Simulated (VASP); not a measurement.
# PtSe2 (P-3m1) in VASP: a series of runs, part 2 of 2

VASP 6.6.1.

## (3) Single point, r2SCAN

This run uses another cell than the first one, of 22.29 Å³/atom.

Input file POSCAR:

```
PtSe2
1.0
    3.8442111500      0.0000000000      0.0000000000
   -1.9221055750      3.3291849225      0.0000000000
    0.0000000000      0.0000000000      5.2254019444
Pt Se
1 2
Direct
    0.0000000000      0.0000000000      0.0000000000
    0.3333333333      0.6666666667      0.2500000000
    0.6666666667      0.3333333333      0.7500000000
```

Input file INCAR.step1:

```
PREC     = Accurate       # precision mode
ENCUT    = 520            # plane-wave cutoff, eV
ISMEAR   = -1             # smearing method
SIGMA    = 0.1            # smearing width, eV
LREAL    = False          # projectors in reciprocal space
LASPH    = True           # aspherical terms in the spheres
NELM     = 60             # most SCF steps
NBANDS   = 18             # bands
GGA      = PE             # functional
ALGO     = Normal         # electronic algorithm
EDIFF    = 1E-4           # SCF threshold, eV
LWAVE    = True           # write WAVECAR
LCHARG   = False          # write CHGCAR
```

Input file INCAR.step2:

```
PREC     = Accurate       # precision mode
ENCUT    = 520            # plane-wave cutoff, eV
EDIFF    = 1E-7           # SCF threshold, eV
ISMEAR   = -1             # smearing method
SIGMA    = 0.1            # smearing width, eV
LREAL    = False          # projectors in reciprocal space
LASPH    = True           # aspherical terms in the spheres
NELM     = 60             # most SCF steps
ALGO     = Normal         # electronic algorithm
ISIF     = 2              # what is computed and relaxed
LWAVE    = False          # write WAVECAR
LCHARG   = False          # write CHGCAR
METAGGA  = R2SCAN         # meta-GGA
LMIXTAU  = True         
NBANDS   = 18             # bands
ISTART   = 1
```

Input file KPOINTS:

```
regular mesh
0
Gamma
  9 9 6
```

Potentials or basis: VASP PAW PBE potentials, release 64 (Pt, Se).

The run is started by

```console
$ cat potpaw_PBE.64/Pt/POTCAR potpaw_PBE.64/Se/POTCAR > POTCAR
$ cp INCAR.step1 INCAR
$ mpirun -np 1 vasp_std > vasp.out
$ cp INCAR.step2 INCAR
$ mpirun -np 1 vasp_std > vasp.out
```

OUTCAR:

```text
PREC = Accurate
   ENCUT = 520
   EDIFF = 1E-7
   ISMEAR = -1
   LREAL = False
   LASPH = True
   NELM = 60
   ISIF = 2
   METAGGA = R2SCAN
   ISTART = 1

 ion  position               nearest neighbor table
   1  0.000  0.000  0.000-   2 2.58   3 2.58   3 2.58   2 2.58   3 2.58   2 2.58
   2  0.333  0.667  0.250-   1 2.58   1 2.58   1 2.58
   3  0.667  0.333  0.750-   1 2.58   1 2.58   1 2.58

  LATTYP: Found a hexagonal cell.
 ALAT       =     3.8442111500
 C/A-ratio  =     1.3592910848

  Lattice vectors:

 A1 = (   3.8442111500,   0.0000000000,   0.0000000000)
 A2 = (  -1.9221055750,   3.3291849225,   0.0000000000)
 A3 = (   0.0000000000,   0.0000000000,   5.2254019444)

Analysis of symmetry for initial positions (statically):
=====================================================================
 Subroutine PRICEL returns:
 Original cell was already a primitive cell.

 Routine SETGRP: Setting up the symmetry group for a
 hexagonal supercell.

 Subroutine GETGRP returns: Found 12 space group operations
 (whereof 12 operations were pure point group operations)
 out of a pool of 24 trial point group operations.

[... 163 lines left out ...]

 E-fermi :   5.0488     XC(G=0): -10.7681

 val. band max:        5.0062321729   @ k =   0.1111   0.0000   0.0000
 cond. band min:       5.0638122843   @ k =   0.0000   0.1111   0.1667
 fundamental gap:      0.0575801115
 Fermi energy:         5.0487533215

 k-point     1 :       0.0000    0.0000    0.0000
  band No.  band energies     occupation
      1     -10.4328      2.00000
      2      -8.0352      2.00000
      3      -1.5849      2.00000
      4      -0.9235      2.00000
      5      -0.9235      2.00000
      6       1.3436      2.00000
[... 481 lines left out ...]
      5      -0.2709      2.00000
      6       0.2290      2.00000
[... 10 lines left out ...]
     17      13.3003      0.00000
     18      15.0152      0.00000

 [... further k-points ...]

------------------------ aborting loop because EDIFF is reached ----------------------------------------

  FORCE on cell =-STRESS in cart. coord.  units (eV):
  Direction    XX          YY          ZZ          XY          YZ          ZX
  --------------------------------------------------------------------------------------
  -------------------------------------------------------------------------------------
  Total       -3.0814527     -3.0814534     -1.5973214      0.0000000      0.0000000      0.0000000
  in kB      -73.8246215    -73.8246397    -38.2682001      0.0000000      0.0000000      0.0000000
  external PRESSURE =     -61.9724871 kB  Pullay stress =       0.0000000 kB

 VOLUME and BASIS-vectors are now :
 -----------------------------------------------------------------------------
  energy-cutoff  :      520.00
  volume of cell :       66.88
      direct lattice vectors                 reciprocal lattice vectors
     3.844211150  0.000000000  0.000000000     0.260131393  0.150186911  0.000000000
    -1.922105575  3.329184923  0.000000000     0.000000000  0.300373822  0.000000000
     0.000000000  0.000000000  5.225401944     0.000000000  0.000000000  0.191372838

 POSITION                                       TOTAL-FORCE (eV/Angst)
 -----------------------------------------------------------------------------------
      0.00000      0.00000      0.00000         0.000000     -0.000000      0.000000
     -0.00000      2.21946      1.30635        -0.000000     -0.000000     -0.644623
      1.92211      1.10973      3.91905        -0.000000      0.000000      0.644623
 -----------------------------------------------------------------------------------
    total drift:                                0.000000      0.000000     -0.000000

  FREE ENERGIE OF THE ION-ELECTRON SYSTEM (eV)
  ---------------------------------------------------
  free  energy   TOTEN  =       -81.3898619897 eV

  energy  without entropy=      -81.3727388820  energy(sigma->0) =      -81.38130044
```

OUTCAR.step1:

```text
PREC = Accurate
   ENCUT = 520
   ISMEAR = -1
   LREAL = False
   LASPH = True
   NELM = 60
[... 728 lines left out ...]
      0.00000      0.00000      0.00000         0.000000      0.000000      0.000000
     -0.00000      2.21946      1.30635         0.000000      0.000000     -0.462618
      1.92211      1.10973      3.91905        -0.000000     -0.000000      0.462618
 -----------------------------------------------------------------------------------
    total drift:                                0.000000      0.000000     -0.000000

  FREE ENERGIE OF THE ION-ELECTRON SYSTEM (eV)
  ---------------------------------------------------
  free  energy   TOTEN  =       -14.2420484367 eV

  energy  without entropy=      -14.2195986401  energy(sigma->0) =      -14.23082354
```

OSZICAR.step1:

```text
N       E                     dE             d eps       ncg     rms          rms(c)
DAV:   1     0.106683680300E+03    0.10668E+03   -0.99640E+03  2248   0.107E+03
DAV:   2    -0.996031003100E+01   -0.11664E+03   -0.11271E+03  2734   0.205E+02
DAV:   3    -0.149784462211E+02   -0.50181E+01   -0.49810E+01  2700   0.425E+01
DAV:   4    -0.150183482606E+02   -0.39902E-01   -0.39884E-01  2786   0.413E+00
DAV:   5    -0.150187862626E+02   -0.43800E-03   -0.43799E-03  2694   0.418E-01    0.107E+01
DAV:   6    -0.145402682436E+02    0.47852E+00   -0.45571E+00  2302   0.191E+01    0.717E+00
DAV:   7    -0.142555963555E+02    0.28467E+00   -0.90657E-01  2270   0.925E+00    0.333E+00
DAV:   8    -0.142449791423E+02    0.10617E-01   -0.67289E-02  2440   0.158E+00    0.825E-01
DAV:   9    -0.142419020806E+02    0.30771E-02   -0.89080E-03  2504   0.912E-01    0.216E-01
DAV:  10    -0.142420486887E+02   -0.14661E-03   -0.16031E-03  2478   0.228E-01    0.405E-02
DAV:  11    -0.142420484367E+02    0.25198E-06   -0.55470E-05  1362   0.653E-02
   1 F= -.14242048E+02 E0= -.14230824E+02  d E =-.224498E-01
```

Wall time 8.3 min (1 thread of Intel Xeon 8259CL, shared host); peak memory 0.24 GiB.

What came out:

| Quantity | Value |
| --- | --- |
| Free energy | -81.3899 eV |
| Pressure | -6.2 GPa |
| Largest force | 0.645 eV/Å |
| Band gap on the k mesh | zero (bands 11 and 12 overlap by 0.22 eV) |

Forces in eV/Å, atoms in the order of the input:
```
Pt   0.000  0.000  0.000
Se   0.000  0.000 -0.645
Se   0.000  0.000  0.645
```

Levels at points of the mesh, in eV from the Fermi level:
```
           k point  band 8  band 9  band 10  band 11  band 12  band 13  band 14  band 15
(0.00, 0.00, 0.00)   -2.45   -1.06    -1.06     0.34     1.39     1.39     4.10     4.27
(0.00, 0.00, 0.50)   -2.66   -1.78    -1.44    -1.44     2.09     2.09     5.28     6.12
```

Caveat: the cell stands under tension; the PAW data sets were made with another functional, which shifts forces and pressure a little; spin-orbit coupling is left out, which moves the levels of the heavy elements.

The gap in the log of VASP goes by the Fermi energy; the results here count the filled bands.